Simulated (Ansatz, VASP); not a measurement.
## One calculation of Ca3H, two programs

INCAR

```
ALGO     = Fast           # electronic algorithm
EDIFF    = 1E-6           # SCF threshold, eV
EDIFFG   = -0.01          # ionic threshold
ENCUT    = 600            # plane-wave cutoff, eV
GGA      = PE             # functional
IBRION   = 2              # ionic algorithm
ISIF     = 3              # what is computed and relaxed
ISMEAR   = 0              # smearing method
LASPH    = T              # aspherical terms in the spheres
LCHARG   = F              # write CHGCAR
LREAL    = F              # projectors in reciprocal space
LWAVE    = F              # write WAVECAR
NELM     = 80             # most SCF steps
NSW      = 100            # ionic steps
PREC     = Accurate       # precision mode
SIGMA    = 0.1            # smearing width, eV
```

The input KPOINTS:

```
k-points
0
Gamma
  10 10 10
```

POSCAR

```
Ca3H
1.0
    0.0000000000      4.1209225133      4.1209225133
    4.1209225133      0.0000000000      4.1209225133
    4.1209225133      4.1209225133      0.0000000000
Ca H
3 1
Direct
    0.5000000000      0.5000000000      0.5000000000
    0.2500000000      0.2500000000      0.2500000000
    0.7500000000      0.7500000000      0.7500000000
    0.0000000000      0.0000000000      0.0000000000
```

Input for Ansatz:

```yaml
crystal:
  lattice:
    - [0.0, 4.1209225133, 4.1209225133]
    - [4.1209225133, 0.0, 4.1209225133]
    - [4.1209225133, 4.1209225133, 0.0]
  atoms:
    - { symbol: Ca, position: [0.5, 0.5, 0.5] }
    - { symbol: Ca, position: [0.25, 0.25, 0.25] }
    - { symbol: Ca, position: [0.75, 0.75, 0.75] }
    - { symbol: H, position: [0.0, 0.0, 0.0] }
basis:
  ecutwfc: 420
kpoints:
  mp_grid: { grid: [10, 10, 10] }
hamiltonian:
  xc: pbe
scf:
  occupations: { method: gaussian, width: 0.1 }
output:
  forces: true
  stress: true
  eigenvalues: true
  write_density: true
  write_potential: true
  elf: true
  volumetric_format: npy
relax:
  adjacent_minimum: "off"
  f_tol: 0.01
  max_steps: 80
  cell: { stress_tol: 0.05 }
```

Change from the starting cell: species swapped into the PrMg3 type (Fm-3m, No. 225).

Alike in both runs: task relaxation of cell and atoms; functional PBE; k mesh 10 × 10 × 10; occupations gaussian, width 0.1 eV; no spin polarisation.

```csv
,VASP,Ansatz
version,VASP 6.6.1,Ansatz 0.2.0
potentials or method,"VASP PAW PBE potentials, release 64 (Ca_sv, H), cutoff 600 eV","scalar-relativistic, plane waves, PAW"
valence electrons in the cell,31,31
```

Ansatz gave:

* gap on the k mesh at the Fermi level, each at its own relaxed structure (eV): none
* relaxed volume (Å³/atom): 35.65
* relaxed length of the cell vector where the two differ most in proportion (Å): 5.864

Question: What did VASP give for the same quantities?

Answer: gap on the k mesh at the Fermi level, each at its own relaxed structure (eV): none; relaxed volume (Å³/atom): 35.73; relaxed length of the cell vector where the two differ most in proportion (Å): 5.869.

A gap of «none» marks a metal or a gap that the smearing closes.
